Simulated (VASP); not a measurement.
Runs of VASP 6.6.1 on Fe. The structure is that of space group Im-3m (No. 229), or close to it. The cells are those of the table. 

```csv
task,spin,cell,k mesh,cutoff (eV),smearing,gap on the mesh (eV),pressure (GPa),moment (μB),relaxed volume (Å³/atom)
single point,"collinear, ferromagnetic start","a = 2.535 Å, angles 109.5°, 1 atom",25 × 25 × 25,520,fermi-dirac 0.05 eV,none,-8.3,(b),-
single point,"collinear, ferromagnetic start","a = 2.471 Å, angles 109.5°, 1 atom",15 × 15 × 15,520,fermi-dirac 0.05 eV,none,(a),2.23,-
relaxation of cell and atoms,"collinear, ferromagnetic start","relaxed from a = 2.482 Å, angles 109.5°, 1 atom",15 × 15 × 15,600,fermi-dirac 0.05 eV,none,0.1,2.23,11.60
single point,off,"a = 2.404 Å, angles 109.5°, 1 atom",15 × 15 × 15,520,fermi-dirac 0.1 eV,none,-0.5,-,-
relaxation of cell and atoms,off,"relaxed from a = 2.482 Å, angles 109.5°, 1 atom",15 × 15 × 15,600,fermi-dirac 0.1 eV,none,-0.1,-,10.68
```

Alike in all rows: level revPBE; potentials or basis VASP PAW PBE potentials, release 64 (Fe).

Estimate the missing entries.

(a) 0.2; (b) 2.48.

Caveats: the PAW data sets were made with another functional, which shifts forces and pressure a little.

A gap of «none» marks levels without a gap at the run's occupations.
